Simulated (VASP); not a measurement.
# Cu3Cl (Pm-3m) in VASP: notebook

Runs on Cu3Cl. Level: PBE. Tasks: single point.

Program: VASP 6.6.1. These are calculated values, not measurements. Logs are shortened: lines on timing, memory, paths and dates and some standing lists are left out, and cuts for length are marked.

## 1. The cell of the first run

Symmetry: Pm-3m, No. 221, cubic system. Conventional cell: a = 3.838 Å, b = 3.838 Å, c = 3.838 Å, α = 90.00°, β = 90.00°, γ = 90.00°. Within 3.6 Å of Cu (site symmetry 4/mmm) lie 8 Cu at 2.71 Å and 4 Cl at 2.71 Å. Cl (site symmetry m-3m) has 12 Cu at 2.71 Å within 3.6 Å.

## 2. Single point, PBE

Contents of INCAR:

```
ALGO = Normal ; EDIFF = 1E-6
ENCUT = 520 ; GGA = PE
ISIF = 2 ; ISMEAR = 0
LASPH = T ; LCHARG = F
LREAL = F ; LWAVE = F
NBANDS = 28 ; NELM = 60
PREC = Accurate ; SIGMA = 0.02
```

Contents of KPOINTS:

```
k-points
0
Gamma
  10 10 10
```

Contents of POSCAR:

```
Cu3Cl
1.0
    3.8379900662      0.0000000000      0.0000000000
    0.0000000000      3.8379900662      0.0000000000
    0.0000000000      0.0000000000      3.8379900662
Cu Cl
3 1
Direct
    0.0000000000      0.5000000000      0.5000000000
    0.5000000000      0.0000000000      0.5000000000
    0.5000000000      0.5000000000      0.0000000000
    0.0000000000      0.0000000000      0.0000000000
```

Potentials or basis: VASP PAW PBE potentials, release 64 (Cu, Cl).

Run with:

```sh
$ cat potpaw_PBE.64/Cu/POTCAR potpaw_PBE.64/Cl/POTCAR > POTCAR
$ mpirun -np 1 vasp_std > vasp.out
```

OUTCAR:

```text
EDIFF = 1E-6
   ENCUT = 520
   GGA = PE
   ISIF = 2
   ISMEAR = 0
   LASPH = T
   LREAL = F
   NELM = 60
   PREC = Accurate

 ion  position               nearest neighbor table
   1  0.000  0.500  0.500-   2 2.71   3 2.71   4 2.71   3 2.71   4 2.71   2 2.71   4 2.71   4 2.71
                             2 2.71   3 2.71   3 2.71   2 2.71
   2  0.500  0.000  0.500-   1 2.71   3 2.71   4 2.71   3 2.71   4 2.71   1 2.71   3 2.71   3 2.71
                             1 2.71   4 2.71   4 2.71   1 2.71
   3  0.500  0.500  0.000-   1 2.71   2 2.71   4 2.71   1 2.71   2 2.71   2 2.71   4 2.71   2 2.71
                             1 2.71   4 2.71   1 2.71   4 2.71
   4  0.000  0.000  0.000-   1 2.71   2 2.71   3 2.71   1 2.71   2 2.71   1 2.71   3 2.71   1 2.71
                             2 2.71   3 2.71   2 2.71   3 2.71

  LATTYP: Found a simple cubic cell.
 ALAT       =     3.8379900662

  Lattice vectors:

 A1 = (   3.8379900662,   0.0000000000,   0.0000000000)
 A2 = (   0.0000000000,   3.8379900662,   0.0000000000)
 A3 = (   0.0000000000,   0.0000000000,   3.8379900662)

Analysis of symmetry for initial positions (statically):
=====================================================================
 Subroutine PRICEL returns:
 Original cell was already a primitive cell.

 Routine SETGRP: Setting up the symmetry group for a
 simple cubic supercell.

 Subroutine GETGRP returns: Found 48 space group operations
 (whereof 48 operations were pure point group operations)
 out of a pool of 48 trial point group operations.

The static configuration has the point symmetry O_h .

Analysis of symmetry for dynamics (positions and initial velocities):
=====================================================================
 Subroutine PRICEL returns:
 Original cell was already a primitive cell.

 Routine SETGRP: Setting up the symmetry group for a
 simple cubic supercell.

 Subroutine GETGRP returns: Found 48 space group operations
 (whereof 48 operations were pure point group operations)
 out of a pool of 48 trial point group operations.

The dynamic configuration has the point symmetry O_h .

 Subroutine INISYM returns: Found 48 space group operations
 (whereof 48 operations are pure point group operations),
 and found     1 'primitive' translations

----------------------------------------------------------------------------------------

                                     Primitive cell

  volume of cell :      56.5342

  direct lattice vectors                    reciprocal lattice vectors
     3.837990066  0.000000000  0.000000000     0.260553045  0.000000000  0.000000000
     0.000000000  3.837990066  0.000000000     0.000000000  0.260553045  0.000000000
     0.000000000  0.000000000  3.837990066     0.000000000  0.000000000  0.260553045

  length of vectors
     3.837990066  3.837990066  3.837990066     0.260553045  0.260553045  0.260553045

  position of ions in fractional coordinates (direct lattice)
     0.000000000  0.500000000  0.500000000
     0.500000000  0.000000000  0.500000000
     0.500000000  0.500000000  0.000000000
     0.000000000  0.000000000  0.000000000

  ion indices of the primitive-cell ions
   primitive index   ion index
                 1           1
                 2           2
                 3           3
                 4           4

----------------------------------------------------------------------------------------

 KPOINTS: k-points

Automatic generation of k-mesh.
 Grid dimensions read from file:
 generate k-points for:   10   10   10

 Generating k-lattice:

  Cartesian coordinates                     Fractional coordinates (reciprocal lattice)
     0.026055305  0.000000000  0.000000000     0.100000000  0.000000000  0.000000000
     0.000000000  0.026055305  0.000000000     0.000000000  0.100000000  0.000000000
     0.000000000  0.000000000  0.026055305     0.000000000  0.000000000  0.100000000

  Length of vectors
     0.026055305  0.026055305  0.026055305

  Shift w.r.t. Gamma in fractional coordinates (k-lattice)
     0.000000000  0.000000000  0.000000000

 Subroutine IBZKPT returns following result:
 ===========================================

 Found     56 irreducible k-points:

 Following reciprocal coordinates:
            Coordinates               Weight
  0.000000  0.000000  0.000000      1.000000
  0.100000  0.000000  0.000000      6.000000
  0.200000  0.000000  0.000000      6.000000
  0.300000  0.000000  0.000000      6.000000
  0.400000  0.000000  0.000000      6.000000
  0.500000  0.000000  0.000000      3.000000
[... 16 lines left out ...]
  0.200000  0.100000  0.100000     24.000000
  0.300000  0.100000  0.100000     24.000000
 [... further k-points ...]
   k-points           NKPTS =     56   k-points in BZ     NKDIM =     56   number of bands    NBANDS=     28
   number of dos      NEDOS =    301   number of ions     NIONS =      4
   total plane-waves  NPLWV =  27000
   dimension x,y,z NGX =    30 NGY =   30 NGZ =   30
   dimension x,y,z NGXF=    60 NGYF=   60 NGZF=   60
   ions per type =               3   1
   NGX,Y,Z   is equivalent  to a cutoff of  12.99, 12.99, 12.99 a.u.
   NGXF,Y,Z  is equivalent  to a cutoff of  25.99, 25.99, 25.99 a.u.
 SYSTEM =  unknown system
   PREC   = accura    normal or accurate (medium, high low for compatibility)
   ISTART =      0    job   : 0-new  1-cont  2-samecut
   ICHARG =      2    charge: 1-file 2-atom 10-const
   ISPIN  =      1    spin polarized calculation?
   LNONCOLLINEAR =      F non collinear calculations
   LSORBIT =      F    spin-orbit coupling
   LASPH  =      T    aspherical Exc in radial PAW
   ENCUT  =  520.0 eV  38.22 Ry    6.18 a.u.   7.14  7.14  7.14*2*pi/ulx,y,z
   NELM   =     60;   NELMIN=  2; NELMDL= -5     # of ELM steps
   EDIFF  = 0.1E-05   stopping-criterion for ELM
   LREAL  =      F    real-space projection
   EDIFFG = 0.1E-04   stopping-criterion for IOM
   NSW    =      0    number of steps for IOM
   IBRION =     -1    ionic relax: 0-MD 1-quasi-New 2-CG
   NFREE  =      0    steps in history (QN), initial steepest desc. (CG)
   ISIF   =      2    stress and relaxation
   ISYM   =      2    0-nonsym 1-usesym 2-fastsym
   POTIM  = 0.5000    time-step for ionic-motion
   TEBEG  =    0.0;   TEEND  =   0.0 temperature during run
   PSTRESS=    0.0 pullay stress
   NELECT =      40.0000    total number of electrons
   NUPDOWN=      -1.0000    fix difference up-down
   EMIN   =  10.00;   EMAX   =-10.00  energy-range for DOS
   EFERMI =   0.00;   METHOD = LEGACY
   ISMEAR =     0;   SIGMA  =   0.02  broadening in eV -4-tet -1-fermi 0-gaus
   EFERMI_NEDOS =   21; number of points for ismear=-14 and -15
   IALGO  =     38    algorithm
   IMIX   =      4    mixing-type and parameters
     AMIX     =   0.40;   BMIX     =  1.00
     AMIX_MAG =   1.60;   BMIX_MAG =  1.00
  volume/ion in A,a.u.               =      14.13        95.38
  Fermi-wavevector in a.u.,A,eV,Ry     =   1.458784  2.756702 28.953887  2.128051
  Thomas-Fermi vector in A             =   2.575428
   LORBIT       =      0    0 simple, 1 ext, 2 COOP (PROOUT), +10 PAW based schemes
   GGA     = PE    functional components
   LHFCALC =     F    Hartree Fock is set to
   AEXX    =    0.0000 exact exchange contribution
   IVDW    =     0    specifies the selected vdW correction
   LEPSILON=     F    determine dielectric tensor
   LRPA    =     F    only Hartree local field effects (RPA)
 non-spin polarized calculation
 Gauss-broadening in eV      SIGMA  =   0.02
  energy-cutoff  :      520.00
  volume of cell :       56.53
 maximum number of plane-waves:      1568
 NGX is ok and might be reduce to    30
   NGX = 15   NGY = 15   NGZ = 15

 number of electron      39.9999911 magnetization

 Free energy of the ion-electron system (eV)
  ---------------------------------------------------
  ext. energy  EPLUGINS =         0.00000000
  ---------------------------------------------------
  free energy    TOTEN  =       -11.73434549 eV

  energy without entropy =      -11.73403887  energy(sigma->0) =      -11.73419218

 E-fermi :   6.6271     XC(G=0): -11.6468

 val. band max:        6.6141733359   @ k =   0.3000   0.2000   0.2000
 cond. band min:       6.6320503832   @ k =   0.5000   0.2000   0.0000
 fundamental gap:      0.0178770474
 Fermi energy:         6.6270701981

 k-point     1 :       0.0000    0.0000    0.0000
  band No.  band energies     occupation
      1     -10.6455      2.00000
      2       1.1636      2.00000
      3       1.4647      2.00000
      4       1.4647      2.00000
      5       1.4647      2.00000
      6       3.3145      2.00000
[... 20 lines left out ...]
     27      18.0295      0.00000
     28      18.0514      0.00000

 k-point     2 :       0.1000    0.0000    0.0000
  band No.  band energies     occupation
      1     -10.6213      2.00000
      2       0.6237      2.00000
      3       1.4306      2.00000
      4       1.4306      2.00000
      5       1.7680      2.00000
      6       3.3661      2.00000
[... 20 lines left out ...]
     27      16.9266      0.00000
     28      17.3620      0.00000

 k-point     3 :       0.2000    0.0000    0.0000
  band No.  band energies     occupation
      1     -10.5564      2.00000
      2      -0.1305      2.00000
      3       1.3487      2.00000
      4       1.3487      2.00000
      5       2.0993      2.00000
      6       3.5118      2.00000
[... 20 lines left out ...]
     27      16.2969      0.00000
     28      16.2969      0.00000

 k-point     4 :       0.3000    0.0000    0.0000
  band No.  band energies     occupation
      1     -10.4730      2.00000
      2      -0.7906      2.00000
      3       1.2593      2.00000
      4       1.2593      2.00000
      5       2.4650      2.00000
      6       3.6102      2.00000
[... 578 lines left out ...]
     27      15.8079      0.00000
     28      18.2411      0.00000

 k-point    23 :       0.2000    0.1000    0.1000
  band No.  band energies     occupation
      1     -10.5128      2.00000
      2      -0.1396      2.00000
      3       0.9205      2.00000
      4       1.1160      2.00000
      5       2.3774      2.00000
      6       3.5478      2.00000
[... 20 lines left out ...]
     27      15.3952      0.00000
     28      17.8408      0.00000

 k-point    24 :       0.3000    0.1000    0.1000
  band No.  band energies     occupation
      1     -10.4336      2.00000
      2      -0.7038      2.00000
      3       0.8734      2.00000
      4       1.0962      2.00000
      5       2.6367      2.00000
      6       3.6585      2.00000
[... 20 lines left out ...]
     27      15.2660      0.00000
     28      17.0944      0.00000

 [... further k-points ...]

------------------------ aborting loop because EDIFF is reached ----------------------------------------

  FORCE on cell =-STRESS in cart. coord.  units (eV):
  Direction    XX          YY          ZZ          XY          YZ          ZX
  --------------------------------------------------------------------------------------
  -------------------------------------------------------------------------------------
  Total        0.0704733      0.0704733      0.0704733     -0.0000000      0.0000000     -0.0000000
  in kB        1.9972084      1.9972084      1.9972084     -0.0000000      0.0000000     -0.0000000
  external PRESSURE =       1.9972084 kB  Pullay stress =       0.0000000 kB

 VOLUME and BASIS-vectors are now :
 -----------------------------------------------------------------------------
  energy-cutoff  :      520.00
  volume of cell :       56.53
      direct lattice vectors                 reciprocal lattice vectors
     3.837990066  0.000000000  0.000000000     0.260553045  0.000000000  0.000000000
     0.000000000  3.837990066  0.000000000     0.000000000  0.260553045  0.000000000
     0.000000000  0.000000000  3.837990066     0.000000000  0.000000000  0.260553045

 POSITION                                       TOTAL-FORCE (eV/Angst)
 -----------------------------------------------------------------------------------
      0.00000      1.91900      1.91900         0.000000      0.000000      0.000000
      1.91900      0.00000      1.91900         0.000000      0.000000      0.000000
      1.91900      1.91900      0.00000         0.000000      0.000000      0.000000
      0.00000      0.00000      0.00000         0.000000      0.000000      0.000000
 -----------------------------------------------------------------------------------
    total drift:                                0.000000      0.000000     -0.000000

  FREE ENERGIE OF THE ION-ELECTRON SYSTEM (eV)
  ---------------------------------------------------
  free  energy   TOTEN  =       -11.7343454910 eV

  energy  without entropy=      -11.7340388698  energy(sigma->0) =      -11.73419218
```

Wall time 72 s (1 thread of AMD EPYC 7R43 (Zen 3), shared host); peak memory 0.18 GiB.

What came out:

* Free energy: -11.7343 eV
* Pressure: 0.2 GPa
* Band gap on the k mesh: 0.02 eV, indirect (least direct gap 0.05 eV)

A k mesh can miss the band edges.

## 3. Single point, PBE

Contents of INCAR:

```
SYSTEM = Cu3Cl
ALGO = Normal
EDIFF = 1E-6
ENCUT = 520
GGA = PE
ISIF = 2
ISMEAR = 0
LASPH = .TRUE.
LCHARG = .FALSE.
LREAL = .FALSE.
LWAVE = .FALSE.
NBANDS = 28
NELM = 60
PREC = Accurate
SIGMA = 0.02
```

Contents of KPOINTS:

```
k-points
0
G
  10 10 10
  0 0 0
```

POSCAR is that of step 2.

Potentials or basis: VASP PAW PBE potentials, release 64 (Cu, Cl).

Run with:

```sh
$ cat potpaw_PBE.64/Cu/POTCAR potpaw_PBE.64/Cl/POTCAR > POTCAR
$ mpirun -np 1 vasp_std > vasp.out
```

It took 77 s on 1 thread of AMD EPYC 7R43 (Zen 3), shared host; peak memory 0.17 GiB.

It converged, with:

```yaml
Free_energy: -11.7343 eV
Pressure: 0.2 GPa
Band_gap_on_the_k_mesh: 0.02 eV, indirect (least direct gap 0.05 eV)
```

Levels at points of the mesh, in eV from the valence-band top:
```
           k point  band 17  band 18  band 19  band 20  band 21  band 22  band 23  band 24
(0.00, 0.00, 0.00)    -1.27    -1.15    -1.15    -1.15     4.33     4.33     5.13     5.13
(0.50, 0.00, 0.00)    -1.38    -1.21    -1.21    -1.15     0.92     4.10     4.10     4.99
(0.50, 0.50, 0.00)    -1.68    -1.22    -1.22    -0.82     2.08     3.34     3.34     6.25
(0.50, 0.50, 0.50)    -1.26    -1.26    -1.26    -0.64     1.92     1.92     1.92     6.61
```

A k mesh can miss the band edges.

## 4. Single point, PBE

Contents of INCAR:

```
SYSTEM = Cu3Cl
PREC = Accurate ; ENCUT = 520
EDIFF = 1E-6 ; ISMEAR = 0
SIGMA = 0.1 ; LREAL = .False.
LASPH = .True. ; NELM = 60
ALGO = Normal ; ISIF = 2
LWAVE = .False. ; LCHARG = .False.
GGA = PE ; NBANDS = 28
```

Contents of KPOINTS:

```
Automatic mesh
0
Gamma
  12 12 12
  0 0 0
```

POSCAR is that of step 3.

Run with:

```sh
$ cat potpaw_PBE.64/Cu/POTCAR potpaw_PBE.64/Cl/POTCAR > POTCAR
$ mpirun -np 1 vasp_std > vasp.out
```

Run time: 1.8 min. Hardware: 1 thread of AMD EPYC 7R43 (Zen 3), shared host; peak memory 0.21 GiB.

The run converged. Its results:

| Item | Value |
| --- | --- |
| Free energy | -11.7385 eV |
| Pressure | 0.2 GPa |
| Band gap on the k mesh | 0.17 eV, indirect (least direct gap 0.19 eV) |

Levels at points of the mesh, in eV from the valence-band top:
```tsv
k point	band 18	band 19	band 20	band 21	band 22	band 23
(0.00, 0.00, 0.00)	-1.16	-1.16	-1.16	4.31	4.31	5.11
(0.50, 0.00, 0.00)	-1.23	-1.23	-1.16	0.90	4.09	4.09
(0.50, 0.50, 0.00)	-1.23	-1.23	-0.84	2.06	3.32	3.32
(0.50, 0.50, 0.50)	-1.28	-1.28	-0.66	1.90	1.90	1.90
```

A k mesh can miss the band edges.
